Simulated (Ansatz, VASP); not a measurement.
Al2O3 in VASP and in Ansatz

```
CELL_PARAMETERS angstrom
1.31996 -4.39453 0.00000
1.31996 4.39453 0.00000
0.00000 0.00000 6.85044
ATOMIC_POSITIONS crystal
Al 0.00000 0.00000 0.50000
Al 0.24756 0.75244 0.75000
Al 0.75244 0.24756 0.25000
Al 0.00000 0.00000 0.00000
O 0.63612 0.36388 0.92352
O 0.89582 0.10418 0.75000
O 0.36388 0.63612 0.07648
O 0.36388 0.63612 0.42352
O 0.10418 0.89582 0.25000
O 0.63612 0.36388 0.57648
```

Alike in both runs: task single point; functional LDA; k mesh 8 × 8 × 4; occupations gaussian, width 0.05 eV; no spin polarisation.

|  | VASP | Ansatz |
| --- | --- | --- |
| version | VASP 6.6.1 | Ansatz 0.2.0 |
| potentials or method | VASP PAW LDA potentials, release 64 (Al, O), cutoff 520 eV | scalar-relativistic, plane waves, PAW |
| valence electrons in the cell | 48 | 48 |

|  | VASP | Ansatz | Ansatz less VASP |
| --- | --- | --- | --- |
| gap on the k mesh at the Fermi level (eV) | 4.87 | 4.87 | 0.000 |
| least direct gap on the mesh (eV) | 4.87 | 4.87 | 0.000 |
| pressure (GPa) | 0.9 | 0.0 | -0.85 |
| traceless stress, the component that is largest in VASP (GPa) | -0.55 | 0.01 | +0.566 |
| rms of the force components (eV/Å) | 0.026 | 0.001 | -0.0251 |

LDA's correlation is that of Perdew and Zunger in VASP and of Perdew and Wang (1992) in Ansatz. Atom by atom the forces differ by 0.026 eV/Å (rms over components).
